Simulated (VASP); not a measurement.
A run of VASP 6.6.1:

File INCAR:

```
PREC = Accurate
ENCUT = 520
EDIFF = 1E-6
ISMEAR = 0
SIGMA = 0.15
LREAL = False
LASPH = True
NELM = 80
ALGO = Fast
ISIF = 2
LWAVE = False
LCHARG = True
GGA = PS
LELF = True
LVHAR = True
NBANDS = 18
```

File KPOINTS:

```
Automatic mesh
0
Gamma
  26 26 14
```

Contents of POSCAR:

```
Cu
1.0
   -1.4450917219      1.4450917219      1.3600072129
    1.4450917219     -1.4450917219      1.3600072129
    2.8901834438      2.8901834438      0.0000000000
Cu
2
Direct
    0.0000000000      0.0000000000      0.0220192287
    0.5000000000      0.5000000000      0.4779807713
```

Potentials or basis: VASP PAW PBE potentials, release 64 (Cu).

The run is started by

```sh
$ cat potpaw_PBE.64/Cu/POTCAR > POTCAR
$ mpirun -np 1 vasp_std > vasp.out
```

Hardware: 1 thread of Oxide Virtual Turin-like Processor (shared host).

Task: How long does it take, and how much memory?

Result: It took 12 min on 1 thread of Oxide Virtual Turin-like Processor, on a shared host, peak memory 0.51 GiB. Counts: scf iterations 16, k points 1464.
